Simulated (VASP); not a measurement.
Crystal: CdSb2C.

```xyz
4
Lattice="3.8334 0.0000 0.0000 0.0000 3.8334 0.0000 0.0000 0.0000 6.6035" Properties=species:S:1:pos:R:3 pbc="T T T"
Cd    0.0000    0.0000    0.0000
Sb    0.0000    1.9167    2.0564
Sb    1.9167    0.0000    4.5472
C     1.9167    1.9167    3.3018
```

Base run:

* Program: VASP 6.6.1
* Functional: r2SCAN
* Potentials or basis: VASP PAW PBE potentials, release 64 (Cd, Sb, C)
* Cutoff: 520 eV
* k mesh: 6 × 6 × 4
* Occupations: fermi-dirac, width 0.02 eV
* Spin: no spin polarisation

Its results: band gap on the k mesh zero (band 13 reaches 6.05 eV, above the bottom of band 14 at 5.40 eV); pressure 0.2 GPa; largest force 0.023 eV/Å.

**Question.** The run is repeated on the same cell with these changes: functional from r2SCAN to PBE. What comes out?

**Answer.** Band gap on the k mesh zero (band 13 reaches 5.99 eV, above the bottom of band 14 at 5.39 eV); pressure 1.6 GPa; largest force 0.128 eV/Å.

Caveats: spin-orbit coupling is left out, which moves the levels of the heavy elements; the PAW data sets were made with another functional, which shifts forces and pressure a little (some runs).
